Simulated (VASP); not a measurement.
# CaO (Lime) (Fm-3m) in VASP: a series of runs

Runs on CaO (Lime). Level: r2SCAN. Tasks: single point.

Everything below comes from runs of VASP 6.6.1. Logs are shortened: lines on timing, memory, paths and dates and some standing lists are left out, and cuts for length are marked.

### Step 1. The cell of the first run

It takes space group Fm-3m (No. 225, cubic). The conventional cell has a = 4.747 Å, b = 4.747 Å, c = 4.747 Å, α = 90.00°, β = 90.00°, γ = 90.00°. Within 3.1 Å of Ca (site symmetry m-3m) lie 6 O at 2.37 Å. Within 3.1 Å of O (site symmetry m-3m) lie 6 Ca at 2.37 Å.

### Step 2. Single point, r2SCAN (volume changed by -3%)

POSCAR

```
CaO
1.0
    0.0000000000      2.3733280842      2.3733280842
    2.3733280842      0.0000000000      2.3733280842
    2.3733280842      2.3733280842      0.0000000000
Ca O
1 1
Direct
    0.0000000000      0.0000000000      0.0000000000
    0.5000000000      0.5000000000      0.5000000000
```

INCAR.step1

```
SYSTEM = CaO
PREC = Accurate
ENCUT = 520
ISMEAR = 0
SIGMA = 0.01
LREAL = .False.
LASPH = .True.
NELM = 80
NBANDS = 15
GGA = PE
ALGO = Normal
EDIFF = 1E-4
LWAVE = .True.
LCHARG = .False.
```

INCAR.step2

```
SYSTEM = CaO
PREC = Accurate
ENCUT = 520
EDIFF = 1E-6
ISMEAR = 0
SIGMA = 0.01
LREAL = .False.
LASPH = .True.
NELM = 80
ALGO = Normal
ISIF = 2
LWAVE = .False.
LCHARG = .True.
METAGGA = R2SCAN
LMIXTAU = .True.
LELF = .True.
LVHAR = .True.
NBANDS = 15
ISTART = 1
```

KPOINTS

```
Automatic mesh
0
Gamma
  8 8 8
  0 0 0
```

Potentials or basis: VASP PAW PBE potentials, release 64 (Ca_sv, O).

The run is started by

```sh
$ cat potpaw_PBE.64/Ca_sv/POTCAR potpaw_PBE.64/O/POTCAR > POTCAR
$ cp INCAR.step1 INCAR
$ mpirun -np 1 vasp_std > vasp.out
$ cp INCAR.step2 INCAR
$ mpirun -np 1 vasp_std > vasp.out
```

OUTCAR:

```text
SYSTEM = CaO
   PREC = Accurate
   ENCUT = 520
   EDIFF = 1E-6
   ISMEAR = 0
   LREAL = .False.
   LASPH = .True.
   NELM = 80
   ISIF = 2
   METAGGA = R2SCAN
   ISTART = 1

 ion  position               nearest neighbor table
   1  0.000  0.000  0.000-   2 2.37   2 2.37   2 2.37   2 2.37   2 2.37   2 2.37
   2  0.500  0.500  0.500-   1 2.37   1 2.37   1 2.37   1 2.37   1 2.37   1 2.37

  LATTYP: Found a face centered cubic cell.
 ALAT       =     4.7466561684

  Lattice vectors:

 A1 = (   0.0000000000,   2.3733280842,   2.3733280842)
 A2 = (   2.3733280842,   0.0000000000,   2.3733280842)
 A3 = (   2.3733280842,   2.3733280842,   0.0000000000)

Analysis of symmetry for initial positions (statically):
=====================================================================
 Subroutine PRICEL returns:
 Original cell was already a primitive cell.

 Routine SETGRP: Setting up the symmetry group for a
 face centered cubic supercell.

 Subroutine GETGRP returns: Found 48 space group operations
 (whereof 48 operations were pure point group operations)
 out of a pool of 48 trial point group operations.

The static configuration has the point symmetry O_h .

Analysis of symmetry for dynamics (positions and initial velocities):
=====================================================================
 Subroutine PRICEL returns:
 Original cell was already a primitive cell.

 Routine SETGRP: Setting up the symmetry group for a
 face centered cubic supercell.

 Subroutine GETGRP returns: Found 48 space group operations
 (whereof 48 operations were pure point group operations)
 out of a pool of 48 trial point group operations.

The dynamic configuration has the point symmetry O_h .

 Subroutine INISYM returns: Found 48 space group operations
 (whereof 48 operations are pure point group operations),
 and found     1 'primitive' translations

----------------------------------------------------------------------------------------

                                     Primitive cell

  volume of cell :      26.7364

  direct lattice vectors                    reciprocal lattice vectors
     0.000000000  2.373328084  2.373328084    -0.210674623  0.210674623  0.210674623
     2.373328084  0.000000000  2.373328084     0.210674623 -0.210674623  0.210674623
     2.373328084  2.373328084  0.000000000     0.210674623  0.210674623 -0.210674623

  length of vectors
     3.356392765  3.356392765  3.356392765     0.364899151  0.364899151  0.364899151

  position of ions in fractional coordinates (direct lattice)
[... 90 lines left out ...]
   NELECT =      16.0000    total number of electrons
   NUPDOWN=      -1.0000    fix difference up-down
   EMIN   =  10.00;   EMAX   =-10.00  energy-range for DOS
   EFERMI =   0.00;   METHOD = LEGACY
   ISMEAR =     0;   SIGMA  =   0.01  broadening in eV -4-tet -1-fermi 0-gaus
   EFERMI_NEDOS =   21; number of points for ismear=-14 and -15
   IALGO  =     38    algorithm
   IMIX   =      4    mixing-type and parameters
     AMIX     =   0.40;   BMIX     =  1.00
     AMIX_MAG =   1.60;   BMIX_MAG =  1.00
  volume/ion in A,a.u.               =      13.37        90.21
  Fermi-wavevector in a.u.,A,eV,Ry     =   1.379581  2.607029 25.895184  1.903242
  Thomas-Fermi vector in A             =   2.504537
   LORBIT       =      0    0 simple, 1 ext, 2 COOP (PROOUT), +10 PAW based schemes
   METAGGA = R2SCAN    functional components
   LHFCALC =     F    Hartree Fock is set to
   AEXX    =    0.0000 exact exchange contribution
   IVDW    =     0    specifies the selected vdW correction
   LEPSILON=     F    determine dielectric tensor
   LRPA    =     F    only Hartree local field effects (RPA)
 non-spin polarized calculation
 Gauss-broadening in eV      SIGMA  =   0.01
  energy-cutoff  :      520.00
  volume of cell :       26.74
 maximum number of plane-waves:       730
 NGX is ok and might be reduce to    28
   NGX = 13   NGY = 13   NGZ = 13

 number of electron      15.9999997 magnetization

 Free energy of the ion-electron system (eV)
  ---------------------------------------------------
  ext. energy  EPLUGINS =         0.00000000
  ---------------------------------------------------
  free energy    TOTEN  =       -19.43668070 eV

  energy without entropy =      -19.43668070  energy(sigma->0) =      -19.43668070

 E-fermi :   2.3006     XC(G=0): -11.2746

 val. band max:        2.2302457975   @ k =   0.0000   0.0000   0.0000
 cond. band min:       6.4059587324   @ k =   0.5000   0.5000   0.0000
 fundamental gap:      4.1757129349
 Fermi energy:         2.3005780519

 k-point     1 :       0.0000    0.0000    0.0000
  band No.  band energies     occupation
      1     -36.6693      2.00000
      2     -16.5325      2.00000
      3     -16.5325      2.00000
      4     -16.5325      2.00000
      5     -14.3161      2.00000
      6       2.2302      2.00000
      7       2.2302      2.00000
      8       2.2302      2.00000
      9       7.9830      0.00000
     10       9.1756      0.00000
     11       9.1756      0.00000
     12       9.1756      0.00000
     13      10.8377      0.00000
     14      10.8377      0.00000
[... 401 lines left out ...]
      2     -17.6492      2.00000
      3     -16.7993      2.00000
      4     -16.6726      2.00000
      5     -13.2066      2.00000
      6       0.1466      2.00000
      7       1.0755      2.00000
      8       1.1232      2.00000
      9       9.7627      0.00000
     10       9.8535      0.00000
     11      11.9078      0.00000
     12      12.1974      0.00000
     13      13.5153      0.00000
     14      15.3444      0.00000
     15      17.6215      0.00000

 [... further k-points ...]

------------------------ aborting loop because EDIFF is reached ----------------------------------------

  FORCE on cell =-STRESS in cart. coord.  units (eV):
  Direction    XX          YY          ZZ          XY          YZ          ZX
  --------------------------------------------------------------------------------------
  -------------------------------------------------------------------------------------
  Total        0.8330667      0.8330667      0.8330667     -0.0000000     -0.0000000      0.0000000
  in kB       49.9214292     49.9214292     49.9214292     -0.0000000     -0.0000000      0.0000000
  external PRESSURE =      49.9214292 kB  Pullay stress =       0.0000000 kB

 VOLUME and BASIS-vectors are now :
 -----------------------------------------------------------------------------
  energy-cutoff  :      520.00
  volume of cell :       26.74
      direct lattice vectors                 reciprocal lattice vectors
     0.000000000  2.373328084  2.373328084    -0.210674623  0.210674623  0.210674623
     2.373328084  0.000000000  2.373328084     0.210674623 -0.210674623  0.210674623
     2.373328084  2.373328084  0.000000000     0.210674623  0.210674623 -0.210674623

 POSITION                                       TOTAL-FORCE (eV/Angst)
 -----------------------------------------------------------------------------------
      0.00000      0.00000      0.00000         0.000000      0.000000      0.000000
      2.37333      2.37333      2.37333        -0.000000     -0.000000     -0.000000
 -----------------------------------------------------------------------------------
    total drift:                                0.000000      0.000000      0.000000

  FREE ENERGIE OF THE ION-ELECTRON SYSTEM (eV)
  ---------------------------------------------------
  free  energy   TOTEN  =       -19.4366806972 eV

  energy  without entropy=      -19.4366806972  energy(sigma->0) =      -19.43668070
```

OUTCAR.step1:

```text
SYSTEM = CaO
   PREC = Accurate
   ENCUT = 520
   ISMEAR = 0
   LREAL = .False.
   LASPH = .True.
[... 654 lines left out ...]
      0.00000      0.00000      0.00000         0.000000      0.000000      0.000000
      2.37333      2.37333      2.37333        -0.000000     -0.000000     -0.000000
 -----------------------------------------------------------------------------------
    total drift:                                0.000000      0.000000      0.000000

  FREE ENERGIE OF THE ION-ELECTRON SYSTEM (eV)
  ---------------------------------------------------
  free  energy   TOTEN  =       -12.7712157578 eV

  energy  without entropy=      -12.7712157578  energy(sigma->0) =      -12.77121576
```

OSZICAR.step1:

```text
N       E                     dE             d eps       ncg     rms          rms(c)
DAV:   1     0.124869586465E+03    0.12487E+03   -0.83701E+03   870   0.109E+03
DAV:   2    -0.909674988865E+01   -0.13397E+03   -0.12505E+03  1094   0.291E+02
DAV:   3    -0.143592279370E+02   -0.52625E+01   -0.52244E+01  1046   0.596E+01
DAV:   4    -0.144877508388E+02   -0.12852E+00   -0.12848E+00  1181   0.871E+00
DAV:   5    -0.144897392526E+02   -0.19884E-02   -0.19884E-02  1067   0.934E-01    0.858E+00
DAV:   6    -0.128404764989E+02    0.16493E+01   -0.49603E+00   969   0.221E+01    0.348E+00
DAV:   7    -0.127748399649E+02    0.65637E-01   -0.39355E-01  1003   0.659E+00    0.179E+00
DAV:   8    -0.127722928077E+02    0.25472E-02   -0.73602E-02  1122   0.292E+00    0.427E-01
DAV:   9    -0.127706219806E+02    0.16708E-02   -0.46919E-03   877   0.592E-01    0.107E-01
DAV:  10    -0.127712397197E+02   -0.61774E-03   -0.68452E-04  1024   0.240E-01    0.387E-02
DAV:  11    -0.127712157578E+02    0.23962E-04   -0.44415E-05   743   0.837E-02
   1 F= -.12771216E+02 E0= -.12771216E+02  d E =-.287102E-76
```

Wall time 80 s (1 thread of Intel Xeon Platinum 8375C at 2.90GHz (Ice Lake), shared host); peak memory 0.17 GiB.

Results:

```yaml
Free_energy: -19.4367 eV
Pressure: 5.0 GPa
Band_gap_on_the_k_mesh: 4.18 eV, indirect (least direct gap 4.54 eV)
```

Caveat: the cell differs from its parent crystal (volume changed by -3%); the PAW data sets were made with another functional, which shifts forces and pressure a little. A k mesh can miss the band edges.

### Step 3. Single point, r2SCAN

This run uses another cell than the first one, of 13.78 Å³/atom, 1.031 times its volume.

POSCAR

```
CaO
1.0
    0.0000000000      2.3975473904      2.3975473904
    2.3975473904      0.0000000000      2.3975473904
    2.3975473904      2.3975473904      0.0000000000
Ca O
1 1
Direct
    0.0000000000      0.0000000000      0.0000000000
    0.5000000000      0.5000000000      0.5000000000
```

INCAR.step1

```
PREC = Accurate ; ENCUT = 520
ISMEAR = 0 ; SIGMA = 0.01
LREAL = False ; LASPH = True
NELM = 60 ; NBANDS = 15
GGA = PE ; ALGO = Normal
EDIFF = 1E-4 ; LWAVE = True
LCHARG = False
```

INCAR.step2

```
PREC = Accurate ; ENCUT = 520
EDIFF = 1E-6 ; ISMEAR = 0
SIGMA = 0.01 ; LREAL = False
LASPH = True ; NELM = 60
ALGO = Normal ; ISIF = 2
LWAVE = False ; LCHARG = False
METAGGA = R2SCAN ; LMIXTAU = True
NBANDS = 15 ; ISTART = 1
```

KPOINTS

```
regular mesh
0
Gamma
  8 8 8
```

Potentials or basis: VASP PAW PBE potentials, release 64 (Ca_sv, O).

The run is started by

```sh
$ cat potpaw_PBE.64/Ca_sv/POTCAR potpaw_PBE.64/O/POTCAR > POTCAR
$ cp INCAR.step1 INCAR
$ mpirun -np 1 vasp_std > vasp.out
$ cp INCAR.step2 INCAR
$ mpirun -np 1 vasp_std > vasp.out
```

Run time: 82 s. Hardware: 1 thread of Intel Xeon Platinum 8375C at 2.90GHz (Ice Lake), shared host; peak memory 0.17 GiB.

It converged, with:

```
Free energy            : -19.4530 eV
Pressure               : 1.0 GPa
Band gap on the k mesh : 4.19 eV, indirect (least direct gap 4.56 eV)
```

Levels at points of the mesh, in eV from the valence-band top:
| k point | band 4 | band 5 | band 6 | band 7 | band 8 | band 9 | band 10 | band 11 | band 12 | band 13 |
| --- | --- | --- | --- | --- | --- | --- | --- | --- | --- | --- |
| (0.00, 0.00, 0.00) | -18.91 | -16.49 | 0.00 | 0.00 | 0.00 | 5.49 | 6.87 | 6.87 | 6.87 | 8.48 |
| (0.50, 0.00, 0.00) | -18.96 | -15.18 | -2.62 | -1.21 | -1.21 | 7.73 | 9.09 | 9.09 | 9.27 | 11.25 |
| (0.50, 0.50, 0.00) | -19.14 | -16.27 | -1.29 | -0.37 | -0.37 | 4.19 | 8.82 | 9.67 | 10.28 | 10.28 |

Caveat: the PAW data sets were made with another functional, which shifts forces and pressure a little. r2SCAN opens gaps a little over a GGA but as a rule still falls short of measured ones.

### Step 4. Single point, r2SCAN (volume changed by +3%)

POSCAR

```
CaO
1.0
    0.0000000000      2.4212870273      2.4212870273
    2.4212870273      0.0000000000      2.4212870273
    2.4212870273      2.4212870273      0.0000000000
Ca O
1 1
Direct
    0.0000000000      0.0000000000      0.0000000000
    0.5000000000      0.5000000000      0.5000000000
```

INCAR.step1

```
SYSTEM = CaO
ALGO     = Normal         ! electronic algorithm
EDIFF    = 1E-4           ! SCF threshold, eV
ENCUT    = 520            ! plane-wave cutoff, eV
GGA      = PE             ! functional
ISMEAR   = 0              ! smearing method
LASPH    = .TRUE.         ! aspherical terms in the spheres
LCHARG   = .FALSE.        ! write CHGCAR
LREAL    = .FALSE.        ! projectors in reciprocal space
LWAVE    = .TRUE.         ! write WAVECAR
NBANDS   = 15             ! bands
NELM     = 80             ! most SCF steps
PREC     = Accurate       ! precision mode
SIGMA    = 0.01           ! smearing width, eV
```

INCAR.step2

```
SYSTEM = CaO
ALGO     = Normal         ! electronic algorithm
EDIFF    = 1E-7           ! SCF threshold, eV
ENCUT    = 520            ! plane-wave cutoff, eV
ISIF     = 2              ! what is computed and relaxed
ISMEAR   = 0              ! smearing method
ISTART   = 1            
LASPH    = .TRUE.         ! aspherical terms in the spheres
LCHARG   = .FALSE.        ! write CHGCAR
LMIXTAU  = .TRUE.       
LREAL    = .FALSE.        ! projectors in reciprocal space
LWAVE    = .FALSE.        ! write WAVECAR
METAGGA  = R2SCAN         ! meta-GGA
NBANDS   = 15             ! bands
NELM     = 80             ! most SCF steps
PREC     = Accurate       ! precision mode
SIGMA    = 0.01           ! smearing width, eV
```

KPOINTS

```
k-points
0
G
  8 8 8
  0 0 0
```

The run is started by

```sh
$ cat potpaw_PBE.64/Ca_sv/POTCAR potpaw_PBE.64/O/POTCAR > POTCAR
$ cp INCAR.step1 INCAR
$ mpirun -np 1 vasp_std > vasp.out
$ cp INCAR.step2 INCAR
$ mpirun -np 1 vasp_std > vasp.out
```

Wall time 95 s (1 thread of Intel Xeon Platinum 8375C at 2.90GHz (Ice Lake), shared host); peak memory 0.17 GiB.

Results (log left out):

```yaml
Free_energy: -19.4505 eV
Pressure: -2.3 GPa
Band_gap_on_the_k_mesh: 4.19 eV, indirect (least direct gap 4.57 eV)
```

Levels at points of the mesh, in eV from the valence-band top:
```csv
k point,band 5,band 6,band 7,band 8,band 9,band 10,band 11,band 12
"(0.00, 0.00, 0.00)",-16.43,0.00,0.00,0.00,5.24,6.80,6.80,6.80
"(0.50, 0.00, 0.00)",-15.25,-2.55,-1.15,-1.15,7.59,8.92,8.92,9.03
"(0.50, 0.50, 0.00)",-16.21,-1.30,-0.38,-0.38,4.19,8.59,9.50,10.08
```

Caveat: the cell differs from its parent crystal (volume changed by +3%); the PAW data sets were made with another functional, which shifts forces and pressure a little. A k mesh can miss the band edges.

### Step 5. Single point, r2SCAN (volume changed by +6%)

POSCAR

```
CaO
1.0
    0.0000000000      2.4445700617      2.4445700617
    2.4445700617      0.0000000000      2.4445700617
    2.4445700617      2.4445700617      0.0000000000
Ca O
1 1
Direct
    0.0000000000      0.0000000000      0.0000000000
    0.5000000000      0.5000000000      0.5000000000
```

INCAR.step1

```
SYSTEM = CaO
ALGO = Normal ; EDIFF = 1E-4
ENCUT = 520 ; GGA = PE
ISMEAR = 0 ; LASPH = .TRUE.
LCHARG = .FALSE. ; LREAL = .FALSE.
LWAVE = .TRUE. ; NBANDS = 15
NELM = 80 ; PREC = Accurate
SIGMA = 0.01
```

INCAR.step2

```
SYSTEM = CaO
ALGO = Normal ; EDIFF = 1E-6
ENCUT = 520 ; ISIF = 2
ISMEAR = 0 ; ISTART = 1
LASPH = .TRUE. ; LCHARG = .FALSE.
LMIXTAU = .TRUE. ; LREAL = .FALSE.
LWAVE = .FALSE. ; METAGGA = R2SCAN
NBANDS = 15 ; NELM = 80
PREC = Accurate ; SIGMA = 0.01
```

KPOINTS is that of step 4.

The run is started by

```sh
$ cat potpaw_PBE.64/Ca_sv/POTCAR potpaw_PBE.64/O/POTCAR > POTCAR
$ cp INCAR.step1 INCAR
$ mpirun -np 1 vasp_std > vasp.out
$ cp INCAR.step2 INCAR
$ mpirun -np 1 vasp_std > vasp.out
```

Wall time 85 s (1 thread of Intel Xeon Platinum 8375C at 2.90GHz (Ice Lake), shared host); peak memory 0.17 GiB.

Results (log left out):

```yaml
Free_energy: -19.4319 eV
Pressure: -5.2 GPa
Band_gap_on_the_k_mesh: 4.20 eV, indirect (least direct gap 4.58 eV)
```

Levels at points of the mesh, in eV from the valence-band top:
```
           k point  band 5  band 6  band 7  band 8  band 9  band 10  band 11  band 12
(0.00, 0.00, 0.00)  -16.38    0.00    0.00    0.00    5.01     6.72     6.72     6.72
(0.50, 0.00, 0.00)  -15.31   -2.49   -1.10   -1.10    7.45     8.76     8.76     8.81
(0.50, 0.50, 0.00)  -16.16   -1.31   -0.38   -0.38    4.20     8.38     9.33     9.88
```

Caveat: the cell differs from its parent crystal (volume changed by +6%); the PAW data sets were made with another functional, which shifts forces and pressure a little. A k mesh can miss the band edges.

(Part 1 of 3 ends here.)
